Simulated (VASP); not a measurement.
A run of VASP 6.6.1 is set up as follows.

File INCAR:

```
SYSTEM = GaN
ALGO = Normal ; EDIFF = 1E-7
ENCUT = 520 ; GGA = PS
GGA_COMPAT = .False. ; ISIF = 2
ISMEAR = 0 ; LASPH = .True.
LCHARG = .False. ; LORBIT = 11
LORBMOM = .True. ; LREAL = .False.
LSORBIT = .True. ; LWAVE = .False.
MAGMOM = 0 0 0 0 0 0 ; NBANDS = 30
NELM = 150 ; PREC = Accurate
SIGMA = 0.01
```

Contents of KPOINTS:

```
k-points
0
Gamma
  8 8 8
  0 0 0
```

Contents of POSCAR:

```
GaN
1.0
    0.0112456683      2.2547564993      2.2547564993
    2.2547564993      0.0112456683      2.2547564993
    2.2547564993      2.2547564993      0.0112456683
Ga N
1 1
Direct
    0.0003747691      0.0003747691      0.0003747691
    0.2496252309      0.2496252309      0.2496252309
```

Potentials or basis: VASP PAW PBE potentials, release 64 (Ga_d, N).

The run is started by

```sh
$ cat potpaw_PBE.64/Ga_d/POTCAR potpaw_PBE.64/N/POTCAR > POTCAR
$ mpirun -np 1 vasp_ncl > vasp.out
```

Task: What does it give for the net moment?

Result: 0.00 μB per cell.

Task: Estimate the pressure.

Result: -0.3 GPa.

Moments on the atoms (μB; x, y, z):
```
Ga  0.00 0.00 0.00
N   0.00 0.00 0.00
```

Caveat: the cell differs from its parent crystal (equal xy, yz and zx engineering shears of +0.5 %); the PAW data sets were made with another functional, which shifts forces and pressure a little.
